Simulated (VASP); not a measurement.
# Pd (Immm) in VASP: single point with PBE

Aim: the single point of Pd with PBE.

All numbers are computed with VASP 6.6.1; they aren't measurements. Logs are shortened: lines on timing, memory, paths and dates and some standing lists are left out, and cuts for length are marked.

### Step 1. The cell of the first run

Symmetry: Immm, No. 71, orthorhombic system. The conventional cell has a = 2.613 Å, b = 2.888 Å, c = 3.890 Å, α = 90.00°, β = 90.00°, γ = 90.00°. Pd (site symmetry mmm) has 12 Pd at 2.61 to 2.89 Å within 3.4 Å.

### Step 2. Single point, PBE (strain -0.1000 x Voigt [0, 0, 0, 0, 1, 0])

File INCAR:

```
PREC     = Accurate       # precision mode
ENCUT    = 520            # plane-wave cutoff, eV
EDIFF    = 1E-6           # SCF threshold, eV
ISMEAR   = 0              # smearing method
SIGMA    = 0.15           # smearing width, eV
LREAL    = False          # projectors in reciprocal space
LASPH    = True           # aspherical terms in the spheres
NELM     = 80             # most SCF steps
ALGO     = Fast           # electronic algorithm
ISIF     = 2              # what is computed and relaxed
LWAVE    = False          # write WAVECAR
LCHARG   = True           # write CHGCAR
GGA      = PE             # functional
LELF     = True           # ELF
LVHAR    = True         
NBANDS   = 11             # bands
```

File KPOINTS:

```
regular mesh
0
Gamma
  20 20 20
```

File POSCAR:

```
Pd
1.0
   -0.0972450000      1.9449000000      1.9449000000
    1.8476550000      0.0000000000      1.8476550000
    1.9449000000      1.9449000000     -0.0972450000
Pd
1
Direct
    0.0000000000      0.0000000000      0.0000000000
```

Potentials or basis: VASP PAW PBE potentials, release 64 (Pd).

Launch:

```bash
cat potpaw_PBE.64/Pd/POTCAR > POTCAR
mpirun -np 1 vasp_std > vasp.out
```

OUTCAR:

```text
PREC = Accurate
   ENCUT = 520
   EDIFF = 1E-6
   ISMEAR = 0
   LREAL = False
   LASPH = True
   NELM = 80
   ISIF = 2
   GGA = PE

 ion  position               nearest neighbor table
   1  0.000  0.000  0.000-

  LATTYP: Found a body centered orthorhombic cell.
 ALAT       =     2.6129787596
 B/A-ratio  =     1.1052631579
 C/A-ratio  =     1.4886458551

  Lattice vectors:

 A1 = (   1.9449000000,  -1.9449000000,  -0.0972450000)
 A2 = (  -1.9449000000,  -1.9449000000,   0.0972450000)
 A3 = (   0.0972450000,   1.9449000000,  -1.9449000000)

Analysis of symmetry for initial positions (statically):
=====================================================================
 Subroutine PRICEL returns:
 Original cell was already a primitive cell.

 Routine SETGRP: Setting up the symmetry group for a
 body centered orthorhombic supercell.

 Subroutine GETGRP returns: Found  8 space group operations
 (whereof  8 operations were pure point group operations)
 out of a pool of  8 trial point group operations.

The static configuration has the point symmetry D_2h.

Analysis of symmetry for dynamics (positions and initial velocities):
=====================================================================
 Subroutine PRICEL returns:
 Original cell was already a primitive cell.

 Routine SETGRP: Setting up the symmetry group for a
 body centered orthorhombic supercell.

 Subroutine GETGRP returns: Found  8 space group operations
 (whereof  8 operations were pure point group operations)
 out of a pool of  8 trial point group operations.

The dynamic configuration has the point symmetry D_2h.

 Subroutine INISYM returns: Found  8 space group operations
 (whereof  8 operations are pure point group operations),
 and found     1 'primitive' translations

----------------------------------------------------------------------------------------

                                     Primitive cell

  volume of cell :      14.6769

  direct lattice vectors                    reciprocal lattice vectors
    -0.097245000  1.944900000  1.944900000    -0.244840597  0.257082626  0.244840597
     1.847655000  0.000000000  1.847655000     0.270613291 -0.257082626  0.270613291
     1.944900000  1.944900000 -0.097245000     0.244840597  0.257082626 -0.244840597

  length of vectors
     2.752222486  2.612978760  2.752222486     0.431260144  0.461036423  0.431260144

  position of ions in fractional coordinates (direct lattice)
     0.000000000  0.000000000  0.000000000

[... 76 lines left out ...]
   LREAL  =      F    real-space projection
   EDIFFG = 0.1E-04   stopping-criterion for IOM
   NSW    =      0    number of steps for IOM
   IBRION =     -1    ionic relax: 0-MD 1-quasi-New 2-CG
   NFREE  =      0    steps in history (QN), initial steepest desc. (CG)
   ISIF   =      2    stress and relaxation
   ISYM   =      2    0-nonsym 1-usesym 2-fastsym
   POTIM  = 0.5000    time-step for ionic-motion
   TEBEG  =    0.0;   TEEND  =   0.0 temperature during run
   PSTRESS=    0.0 pullay stress
   NELECT =      10.0000    total number of electrons
   NUPDOWN=      -1.0000    fix difference up-down
   EMIN   =  10.00;   EMAX   =-10.00  energy-range for DOS
   EFERMI =   0.00;   METHOD = LEGACY
   ISMEAR =     0;   SIGMA  =   0.15  broadening in eV -4-tet -1-fermi 0-gaus
   EFERMI_NEDOS =   21; number of points for ismear=-14 and -15
   IALGO  =     68    algorithm
   IMIX   =      4    mixing-type and parameters
     AMIX     =   0.40;   BMIX     =  1.00
     AMIX_MAG =   1.60;   BMIX_MAG =  1.00
  volume/ion in A,a.u.               =      14.68        99.04
  Fermi-wavevector in a.u.,A,eV,Ry     =   1.440555  2.722255 28.234803  2.075199
  Thomas-Fermi vector in A             =   2.559286
   LORBIT       =      0    0 simple, 1 ext, 2 COOP (PROOUT), +10 PAW based schemes
   GGA     = PE    functional components
   LHFCALC =     F    Hartree Fock is set to
   AEXX    =    0.0000 exact exchange contribution
   IVDW    =     0    specifies the selected vdW correction
   LEPSILON=     F    determine dielectric tensor
   LRPA    =     F    only Hartree local field effects (RPA)
 non-spin polarized calculation
 RMM-DIIS sequential band-by-band and
 Gauss-broadening in eV      SIGMA  =   0.15
  energy-cutoff  :      520.00
  volume of cell :       14.68
 maximum number of plane-waves:       411
   NGX = 11   NGY =  9   NGZ = 11

 number of electron      10.0000002 magnetization

 Free energy of the ion-electron system (eV)
  ---------------------------------------------------
  ext. energy  EPLUGINS =         0.00000000
  ---------------------------------------------------
  free energy    TOTEN  =        -5.17436755 eV

  energy without entropy =       -5.15176372  energy(sigma->0) =       -5.16306563

 E-fermi :   9.8756     XC(G=0): -13.2098

 val. band max:        9.8746797589   @ k =   0.4500  -0.0500   0.2000
 cond. band min:       9.8758339214   @ k =   0.5000  -0.0500   0.2000
 fundamental gap:      0.0011541625
 Fermi energy:         9.8756233359

 k-point     1 :       0.0000    0.0000    0.0000
  band No.  band energies     occupation
      1       2.6947      2.00000
      2       6.5702      2.00000
      3       6.7383      2.00000
      4       7.4966      2.00000
      5       8.6928      2.00000
      6       8.7560      2.00000
      7      26.8734      0.00000
      8      30.2956      0.00000
      9      32.0964      0.00000
     10      33.6456      0.00000
     11      36.8387      0.00000
[... 309 lines left out ...]
 k-point    24 :      -0.4000    0.0500   -0.0000
  band No.  band energies     occupation
      1       4.5751      2.00000
      2       6.6195      2.00000
      3       7.4682      2.00000
      4       8.8506      2.00000
      5       9.4359      1.99997
      6      10.5254      0.00000
      7      17.8145      0.00000
      8      27.1587      0.00000
      9      31.3092      0.00000
     10      32.6218      0.00000
     11      36.8700      0.00000

 [... further k-points ...]
[... 5 lines left out ...]
  --------------------------------------------------------------------------------------
  -------------------------------------------------------------------------------------
  Total        0.9932096      0.6115964      0.9932096      0.0000000      0.0000000      0.8503531
  in kB      108.4218406     66.7637571    108.4218406      0.0000000      0.0000000     92.8271827
  external PRESSURE =      94.5358128 kB  Pullay stress =       0.0000000 kB

 VOLUME and BASIS-vectors are now :
 -----------------------------------------------------------------------------
  energy-cutoff  :      520.00
  volume of cell :       14.68
      direct lattice vectors                 reciprocal lattice vectors
    -0.097245000  1.944900000  1.944900000    -0.244840597  0.257082626  0.244840597
     1.847655000  0.000000000  1.847655000     0.270613291 -0.257082626  0.270613291
     1.944900000  1.944900000 -0.097245000     0.244840597  0.257082626 -0.244840597

 POSITION                                       TOTAL-FORCE (eV/Angst)
 -----------------------------------------------------------------------------------
      0.00000      0.00000      0.00000         0.000000     -0.000000     -0.000000
 -----------------------------------------------------------------------------------
    total drift:                               -0.000000     -0.000000     -0.000000

  FREE ENERGIE OF THE ION-ELECTRON SYSTEM (eV)
  ---------------------------------------------------
  free  energy   TOTEN  =        -5.1743675490 eV

  energy  without entropy=       -5.1517637167  energy(sigma->0) =       -5.16306563
```

OSZICAR:

```text
N       E                     dE             d eps       ncg     rms          rms(c)
DAV:   1     0.428301480421E+02    0.42830E+02   -0.51944E+03 25772   0.855E+02
DAV:   2    -0.488331549860E+01   -0.47713E+02   -0.46190E+02 28785   0.183E+02
DAV:   3    -0.545408484817E+01   -0.57077E+00   -0.56862E+00 31110   0.214E+01
DAV:   4    -0.545656186503E+01   -0.24770E-02   -0.24767E-02 31310   0.148E+00
DAV:   5    -0.545658770869E+01   -0.25844E-04   -0.25842E-04 33826   0.136E-01    0.796E+00
RMM:   6    -0.519005625319E+01    0.26653E+00   -0.34881E-01 27037   0.551E+00    0.392E+00
RMM:   7    -0.517809624437E+01    0.11960E-01   -0.86833E-03 30252   0.106E+00    0.203E+00
RMM:   8    -0.517438504834E+01    0.37112E-02   -0.15412E-03 30627   0.359E-01    0.107E-01
RMM:   9    -0.517435953220E+01    0.25516E-04   -0.22741E-04 34252   0.130E-01    0.492E-02
RMM:  10    -0.517436496618E+01   -0.54340E-05   -0.61215E-05 33584   0.593E-02    0.105E-02
RMM:  11    -0.517436708164E+01   -0.21155E-05   -0.21644E-05 34796   0.313E-02    0.118E-02
RMM:  12    -0.517436754899E+01   -0.46735E-06   -0.52942E-06 29095   0.181E-02
   1 F= -.51743675E+01 E0= -.51630656E+01  d E =-.226038E-01
```

stdout:

```text
POSCAR found type information on POSCAR Pd
 POSCAR found :  1 types and       1 ions
 scaLAPACK will be used
 LDA part: xc-table for (Slater+PW92), standard interpolation
 POSCAR, INCAR and KPOINTS ok, starting setup
 FFT: planning ... GRIDC
 FFT: planning ... GRID_SOFT
 FFT: planning ... GRID
 WAVECAR not read
 entering main loop
WARNING in EDDRMM: call to ZHEGV failed, returncode =   6  3     11
```

It took 77 s on 1 thread of AMD EPYC 9R45 (Zen 5), shared host; peak memory 0.25 GiB.

What came out:

- Free energy: -5.1744 eV
- Pressure: 9.5 GPa
- Band gap on the k mesh: zero (band 5 reaches 10.30 eV, above the bottom of band 6 at 8.50 eV)

Stress tensor (GPa, compression positive):
```
10.84  0.00  9.28
 0.00  6.68  0.00
 9.28  0.00 10.84
```

Caveat: the cell differs from its parent crystal (strain -0.1000 x Voigt [0, 0, 0, 0, 1, 0]).
